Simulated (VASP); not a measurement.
# Cu (I4/mmm) in VASP: notebook, part 2 of 2

VASP 6.6.1. The steps go on from the part before.

## (3) Single point, PBE (strain +0.000 along x and y, -0.050 along z)

File INCAR:

```
PREC = Accurate ; ENCUT = 520
EDIFF = 1E-6 ; ISMEAR = 0
SIGMA = 0.15 ; LREAL = False
LASPH = True ; NELM = 80
ALGO = Fast ; ISIF = 2
LWAVE = False ; LCHARG = True
GGA = PE ; LELF = True
LVHAR = True ; NBANDS = 12
```

File KPOINTS:

```
regular mesh
0
Gamma
  28 28 28
```

File POSCAR:

```
Cu
1.0
    0.0000000000      1.8148741282      1.7241304218
    1.8148741282      0.0000000000      1.7241304218
    1.8148741282      1.8148741282      0.0000000000
Cu
1
Direct
    0.0000000000      0.0000000000      0.0000000000
```

Potentials or basis: VASP PAW PBE potentials, release 64 (Cu).

Started as:

```sh
cat potpaw_PBE.64/Cu/POTCAR > POTCAR
mpirun -np 1 vasp_std > vasp.out
```

OUTCAR:

```text
PREC = Accurate
   ENCUT = 520
   EDIFF = 1E-6
   ISMEAR = 0
   LREAL = False
   LASPH = True
   NELM = 80
   ISIF = 2
   GGA = PE

 ion  position               nearest neighbor table
   1  0.000  0.000  0.000-

  LATTYP: Found a body centered tetragonal cell.
 ALAT       =     2.5666196061
 C/A-ratio  =     1.3435028843

  Lattice vectors:

 A1 = (   0.0000000000,  -1.8148741282,  -1.7241304218)
 A2 = (   0.0000000000,   1.8148741282,  -1.7241304218)
 A3 = (   1.8148741282,   0.0000000000,   1.7241304218)

Analysis of symmetry for initial positions (statically):
=====================================================================
 Subroutine PRICEL returns:
 Original cell was already a primitive cell.

 Routine SETGRP: Setting up the symmetry group for a
 body centered tetragonal supercell.

 Subroutine GETGRP returns: Found 16 space group operations
 (whereof 16 operations were pure point group operations)
 out of a pool of 16 trial point group operations.

The static configuration has the point symmetry D_4h.

Analysis of symmetry for dynamics (positions and initial velocities):
=====================================================================
 Subroutine PRICEL returns:
 Original cell was already a primitive cell.

 Routine SETGRP: Setting up the symmetry group for a
 body centered tetragonal supercell.

 Subroutine GETGRP returns: Found 16 space group operations
 (whereof 16 operations were pure point group operations)
 out of a pool of 16 trial point group operations.

The dynamic configuration has the point symmetry D_4h.

 Subroutine INISYM returns: Found 16 space group operations
 (whereof 16 operations are pure point group operations),
 and found     1 'primitive' translations

----------------------------------------------------------------------------------------

                                     Primitive cell

  volume of cell :      11.3578

  direct lattice vectors                    reciprocal lattice vectors
     0.000000000  1.814874128  1.724130422    -0.275501200  0.275501200  0.290001263
     1.814874128  0.000000000  1.724130422     0.275501200 -0.275501200  0.290001263
     1.814874128  1.814874128  0.000000000     0.275501200  0.275501200 -0.290001263

  length of vectors
     2.503276615  2.503276615  2.566619606     0.485698008  0.485698008  0.485698008

  position of ions in fractional coordinates (direct lattice)
     0.000000000  0.000000000  0.000000000

  ion indices of the primitive-cell ions
   primitive index   ion index
                 1           1

----------------------------------------------------------------------------------------

 KPOINTS: regular mesh

Automatic generation of k-mesh.
 Grid dimensions read from file:
 generate k-points for:   28   28   28

 Generating k-lattice:

  Cartesian coordinates                     Fractional coordinates (reciprocal lattice)
    -0.009839329  0.009839329  0.010357188     0.035714286  0.000000000  0.000000000
     0.009839329 -0.009839329  0.010357188     0.000000000  0.035714286  0.000000000
     0.009839329  0.009839329 -0.010357188     0.000000000  0.000000000  0.035714286

  Length of vectors
     0.017346357  0.017346357  0.017346357

  Shift w.r.t. Gamma in fractional coordinates (k-lattice)
     0.000000000  0.000000000  0.000000000

 Subroutine IBZKPT returns following result:
 ===========================================

 Found   1639 irreducible k-points:

 Following reciprocal coordinates:
            Coordinates               Weight
  0.000000  0.000000  0.000000      1.000000
  0.035714  0.000000  0.000000      8.000000
  0.071429  0.000000  0.000000      8.000000
  0.107143  0.000000  0.000000      8.000000
  0.142857  0.000000  0.000000      8.000000
  0.178571  0.000000  0.000000      8.000000
[... 16 lines left out ...]
  0.285714  0.035714  0.000000      8.000000
  0.321429  0.035714  0.000000      8.000000
 [... further k-points ...]
   k-points           NKPTS =   1639   k-points in BZ     NKDIM =   1639   number of bands    NBANDS=     12
   number of dos      NEDOS =    301   number of ions     NIONS =      1
   total plane-waves  NPLWV =   8000
   dimension x,y,z NGX =    20 NGY =   20 NGZ =   20
   dimension x,y,z NGXF=    40 NGYF=   40 NGZF=   40
   ions per type =               1
   NGX,Y,Z   is equivalent  to a cutoff of  13.28, 13.28, 12.95 a.u.
   NGXF,Y,Z  is equivalent  to a cutoff of  26.56, 26.56, 25.91 a.u.
 SYSTEM =  unknown system
   PREC   = accura    normal or accurate (medium, high low for compatibility)
   ISTART =      0    job   : 0-new  1-cont  2-samecut
   ICHARG =      2    charge: 1-file 2-atom 10-const
   ISPIN  =      1    spin polarized calculation?
   LNONCOLLINEAR =      F non collinear calculations
   LSORBIT =      F    spin-orbit coupling
   LASPH  =      T    aspherical Exc in radial PAW
   ENCUT  =  520.0 eV  38.22 Ry    6.18 a.u.   4.65  4.65  4.77*2*pi/ulx,y,z
   NELM   =     80;   NELMIN=  2; NELMDL= -5     # of ELM steps
   EDIFF  = 0.1E-05   stopping-criterion for ELM
   LREAL  =      F    real-space projection
   EDIFFG = 0.1E-04   stopping-criterion for IOM
   NSW    =      0    number of steps for IOM
   IBRION =     -1    ionic relax: 0-MD 1-quasi-New 2-CG
   NFREE  =      0    steps in history (QN), initial steepest desc. (CG)
   ISIF   =      2    stress and relaxation
   ISYM   =      2    0-nonsym 1-usesym 2-fastsym
   POTIM  = 0.5000    time-step for ionic-motion
   TEBEG  =    0.0;   TEEND  =   0.0 temperature during run
   PSTRESS=    0.0 pullay stress
   NELECT =      11.0000    total number of electrons
   NUPDOWN=      -1.0000    fix difference up-down
   EMIN   =  10.00;   EMAX   =-10.00  energy-range for DOS
   EFERMI =   0.00;   METHOD = LEGACY
   ISMEAR =     0;   SIGMA  =   0.15  broadening in eV -4-tet -1-fermi 0-gaus
   EFERMI_NEDOS =   21; number of points for ismear=-14 and -15
   IALGO  =     68    algorithm
   IMIX   =      4    mixing-type and parameters
     AMIX     =   0.40;   BMIX     =  1.00
     AMIX_MAG =   1.60;   BMIX_MAG =  1.00
  volume/ion in A,a.u.               =      11.36        76.65
  Fermi-wavevector in a.u.,A,eV,Ry     =   1.619725  3.060837 35.695018  2.623510
  Thomas-Fermi vector in A             =   2.713780
   LORBIT       =      0    0 simple, 1 ext, 2 COOP (PROOUT), +10 PAW based schemes
   GGA     = PE    functional components
   LHFCALC =     F    Hartree Fock is set to
   AEXX    =    0.0000 exact exchange contribution
   IVDW    =     0    specifies the selected vdW correction
   LEPSILON=     F    determine dielectric tensor
   LRPA    =     F    only Hartree local field effects (RPA)
 non-spin polarized calculation
 RMM-DIIS sequential band-by-band and
 Gauss-broadening in eV      SIGMA  =   0.15
  energy-cutoff  :      520.00
  volume of cell :       11.36
 maximum number of plane-waves:       319
   NGX =  9   NGY =  9   NGZ =  9

 number of electron      11.0000006 magnetization

 Free energy of the ion-electron system (eV)
  ---------------------------------------------------
  ext. energy  EPLUGINS =         0.00000000
  ---------------------------------------------------
  free energy    TOTEN  =        -3.70940737 eV

  energy without entropy =       -3.70622780  energy(sigma->0) =       -3.70781759

 E-fermi :   8.1010     XC(G=0): -12.9545

 val. band max:        8.0995893932   @ k =  -0.3929   0.1429   0.0357
 cond. band min:       8.1039120740   @ k =  -0.3929   0.1429   0.0000
 fundamental gap:      0.0043226808
 Fermi energy:         8.1010248721

 k-point     1 :       0.0000    0.0000    0.0000
  band No.  band energies     occupation
      1      -1.5726      2.00000
      2       4.8511      2.00000
      3       4.8511      2.00000
      4       5.0996      2.00000
      5       5.6675      2.00000
      6       5.9193      2.00000
      7      31.0390      0.00000
      8      33.8679      0.00000
      9      33.8679      0.00000
     10      34.1572      0.00000
     11      36.3937      0.00000
     12      36.5621      0.00000
[... 331 lines left out ...]
 k-point    24 :       0.3214    0.0357    0.0000
  band No.  band energies     occupation
      1       1.5958      2.00000
      2       4.7558      2.00000
      3       4.9281      2.00000
      4       5.1594      2.00000
      5       6.0211      2.00000
      6       6.1145      2.00000
      7      17.9966      0.00000
      8      29.5225      0.00000
      9      29.5757      0.00000
     10      33.5635      0.00000
     11      35.8867      0.00000
     12      35.9693      0.00000

 [... further k-points ...]
[... 5 lines left out ...]
  --------------------------------------------------------------------------------------
  -------------------------------------------------------------------------------------
  Total        0.5814520      0.5814520      0.7728762      0.0000000     -0.0000000      0.0000000
  in kB       82.0221818     82.0221818    109.0253308      0.0000000     -0.0000000      0.0000000
  external PRESSURE =      91.0232315 kB  Pullay stress =       0.0000000 kB

 VOLUME and BASIS-vectors are now :
 -----------------------------------------------------------------------------
  energy-cutoff  :      520.00
  volume of cell :       11.36
      direct lattice vectors                 reciprocal lattice vectors
     0.000000000  1.814874128  1.724130422    -0.275501200  0.275501200  0.290001263
     1.814874128  0.000000000  1.724130422     0.275501200 -0.275501200  0.290001263
     1.814874128  1.814874128  0.000000000     0.275501200  0.275501200 -0.290001263

 POSITION                                       TOTAL-FORCE (eV/Angst)
 -----------------------------------------------------------------------------------
      0.00000      0.00000      0.00000         0.000000      0.000000      0.000000
 -----------------------------------------------------------------------------------
    total drift:                                0.000000      0.000000      0.000000

  FREE ENERGIE OF THE ION-ELECTRON SYSTEM (eV)
  ---------------------------------------------------
  free  energy   TOTEN  =        -3.7094073750 eV

  energy  without entropy=       -3.7062277991  energy(sigma->0) =       -3.70781759
```

OSZICAR:

```text
N       E                     dE             d eps       ncg     rms          rms(c)
DAV:   1     0.426051024502E+02    0.42605E+02   -0.53903E+03 43884   0.155E+03
DAV:   2    -0.330098910831E+01   -0.45906E+02   -0.42371E+02 40472   0.206E+02
DAV:   3    -0.462042613817E+01   -0.13194E+01   -0.13096E+01 45724   0.400E+01
DAV:   4    -0.462839778309E+01   -0.79716E-02   -0.79704E-02 44560   0.274E+00
DAV:   5    -0.462847001691E+01   -0.72234E-04   -0.72233E-04 46236   0.265E-01    0.773E+00
RMM:   6    -0.403080826240E+01    0.59766E+00   -0.30020E+00 49255   0.322E+01    0.414E+00
RMM:   7    -0.372519759813E+01    0.30561E+00   -0.42048E-01 48993   0.116E+01    0.104E+00
RMM:   8    -0.371079484783E+01    0.14403E-01   -0.12992E-02 50466   0.116E+00    0.301E-01
RMM:   9    -0.370932748742E+01    0.14674E-02   -0.32438E-03 51039   0.108E+00    0.245E-02
RMM:  10    -0.370940088650E+01   -0.73399E-04   -0.51814E-04 52259   0.271E-01    0.123E-02
RMM:  11    -0.370940516048E+01   -0.42740E-05   -0.66436E-05 54048   0.115E-01    0.119E-02
RMM:  12    -0.370940709410E+01   -0.19336E-05   -0.19779E-05 53630   0.504E-02    0.373E-03
RMM:  13    -0.370940737498E+01   -0.28088E-06   -0.26318E-06 38601   0.160E-02
   1 F= -.37094074E+01 E0= -.37078176E+01  d E =-.317958E-02
```

stdout:

```text
POSCAR found type information on POSCAR Cu
 POSCAR found :  1 types and       1 ions
 scaLAPACK will be used
 LDA part: xc-table for (Slater+PW92), standard interpolation
 POSCAR, INCAR and KPOINTS ok, starting setup
 FFT: planning ... GRIDC
 FFT: planning ... GRID_SOFT
 FFT: planning ... GRID
 WAVECAR not read
 entering main loop
```

Wall time 2.5 min (1 thread of Intel Xeon Platinum 8488C (Sapphire Rapids), shared host); peak memory 0.31 GiB.

What came out:

* Free energy: -3.7094 eV
* Pressure: 9.1 GPa

Levels at points of the mesh, in eV from the Fermi level:
| k point | band 2 | band 3 | band 4 | band 5 | band 6 | band 7 | band 8 | band 9 | band 10 | band 11 |
| --- | --- | --- | --- | --- | --- | --- | --- | --- | --- | --- |
| (0.00, 0.00, 0.00) | -3.25 | -3.25 | -3.00 | -2.43 | -2.18 | 22.94 | 25.77 | 25.77 | 26.06 | 28.29 |
| (0.50, 0.00, 0.00) | -3.34 | -3.07 | -1.75 | -1.64 | -1.13 | 3.95 | 20.95 | 21.83 | 24.02 | 24.94 |
| (0.50, 0.50, 0.00) | -4.68 | -1.72 | -1.53 | -1.53 | 2.24 | 8.31 | 12.55 | 12.55 | 17.28 | 20.13 |
| (0.50, 0.00, 0.50) | -4.63 | -1.72 | -1.64 | -1.47 | 1.08 | 6.92 | 13.79 | 13.85 | 18.34 | 21.31 |

Caveat: the cell differs from its parent crystal (strain +0.000 along x and y, -0.050 along z).
